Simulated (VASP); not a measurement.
Li, 2 atoms in the cell. It takes space group P6_3/mmc (No. 194, hexagonal). The conventional cell has a = 3.176 Å, b = 3.176 Å, c = 5.181 Å, α = 90.00°, β = 90.00°, γ = 120.00°. Within 4.2 Å of Li (site symmetry -6m2) lie 12 Li at 3.17 to 3.18 Å.  This cell differs from its parent crystal: volume scaled by 1.12.

- Program: VASP 6.6.1
- Task: single point
- Functional: PBE
- Potentials or basis: VASP PAW PBE potentials, release 64 (Li_sv)
- Cutoff: 520 eV
- k mesh: 13 × 13 × 7
- Occupations: fermi-dirac, width 0.1 eV
- Spin: no spin polarisation
- Dipole correction: no
- Further INCAR settings: ALGO = Normal; EDIFF = 1e-06; NBANDS = 10

Potentials or basis: VASP PAW PBE potentials, release 64 (Li_sv).

Run with:

```bash
$ cat potpaw_PBE.64/Li_sv/POTCAR > POTCAR
$ mpirun -np 1 vasp_std > vasp.out
```

Hardware: 1 thread of Intel Xeon 6975P-C, on a shared host.

**Question.** Estimate the wall time of this run.

**Answer.** It took 31 s on 1 thread of Intel Xeon 6975P-C, with other jobs on the host, peak memory 0.16 GiB. Counts: scf iterations 11, k points 84.
